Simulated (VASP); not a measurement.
A run of VASP 6.6.1 is set up as follows.

Contents of INCAR:

```
SYSTEM = Al2BAs2
PREC = Accurate
ENCUT = 520
EDIFF = 1E-6
ISMEAR = 0
SIGMA = 0.1
LREAL = .False.
LASPH = .True.
NELM = 100
ALGO = Normal
ISIF = 2
LWAVE = .False.
LCHARG = .False.
GGA = PE
NBANDS = 18
```

The input KPOINTS:

```
Automatic mesh
0
Gamma
  6 6 6
  0 0 0
```

Contents of POSCAR:

```
Al2BAs2
1.0
   -2.0887495700      2.0887495700      5.1931317000
    2.0887495700     -2.0887495700      5.1931317000
    2.0887495700      2.0887495700     -5.1931317000
Al B As
2 1 2
Direct
    0.3825937200      0.3825937200      0.0000000000
    0.6174062800      0.6174062800      0.0000000000
    0.0000000000      0.0000000000      0.0000000000
    0.2500000000      0.7500000000      0.5000000000
    0.7500000000      0.2500000000      0.5000000000
```

Potentials or basis: VASP PAW PBE potentials, release 64 (Al, B, As).

Command:

```sh
$ cat potpaw_PBE.64/Al/POTCAR potpaw_PBE.64/B/POTCAR potpaw_PBE.64/As/POTCAR > POTCAR
$ mpirun -np 1 vasp_std > vasp.out
```

Problem. Predict the pressure.

Solution. 7.8 GPa.

Problem. Predict the band gap on the k mesh.

Solution. Zero (an odd number of electrons rules out a gap without spin polarisation).

Problem. Estimate the largest force.

Solution. 0.776 eV/Å.

Forces in eV/Å, atoms in the order of the input:
```
Al   0.000  0.000  0.776
Al   0.000  0.000 -0.776
B    0.000  0.000  0.000
As   0.000  0.000  0.000
As   0.000  0.000  0.000
```

Caveat: the cell stands under pressure.
